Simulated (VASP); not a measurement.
KF: single point with PBE

KF:

```
K F
1.0
     0.00000    2.67350    2.67350
     2.67350    0.00000    2.67350
     2.67350    2.67350    0.00000
K F
1 1
Direct
  0.03740 0.96260 0.96260
  0.50000 0.50000 0.50000
```

This cell differs from its parent crystal: all K atoms moved -0.200 Å, as atom 1 along Cartesian [1 0 0].

```json
{
  "Program": "VASP 6.6.1",
  "Task": "single point",
  "Functional": "PBE",
  "Potentials or basis": "VASP PAW PBE potentials, release 64 (K_sv, F)",
  "Cutoff": "520 eV",
  "k mesh": "8 × 8 × 8",
  "Occupations": "gaussian, width 0.05 eV",
  "Spin": "no spin polarisation"
}
```

The pressure is 2.0 GPa, the largest force is 0.391 eV/Å and the band gap on the k mesh is 6.16 eV, direct.

Forces on the atoms (eV/Å):
```
K    0.391  0.000  0.000
F   -0.391  0.000  0.000
```

Stress tensor (GPa, compression positive):
```
3.44 0.00 0.00
0.00 1.24 0.00
0.00 0.00 1.24
```

Levels at points of the mesh, in eV from the valence-band top:
| k point | band 6 | band 7 | band 8 | band 9 | band 10 | band 11 |
| --- | --- | --- | --- | --- | --- | --- |
| (0.00, 0.00, 0.00) | -0.02 | -0.02 | 0.00 | 6.16 | 10.71 | 10.77 |
| (0.50, 0.00, 0.00) | -0.77 | -0.33 | -0.32 | 9.07 | 10.52 | 12.09 |
| (0.50, 0.50, 0.00) | -0.21 | -0.10 | -0.03 | 8.32 | 10.25 | 11.82 |
| (0.00, 0.50, 0.50) | -0.17 | -0.05 | -0.05 | 8.22 | 10.19 | 11.76 |

Run time: 13 s on 1 thread of Intel(R) Xeon(R) 6975P-C (Granite Rapids), on a shared host, peak memory 0.17 GiB.

Caveat: the cell differs from its parent crystal (all K atoms moved -0.200 Å, as atom 1 along Cartesian [1 0 0]). A k mesh can miss the band edges.
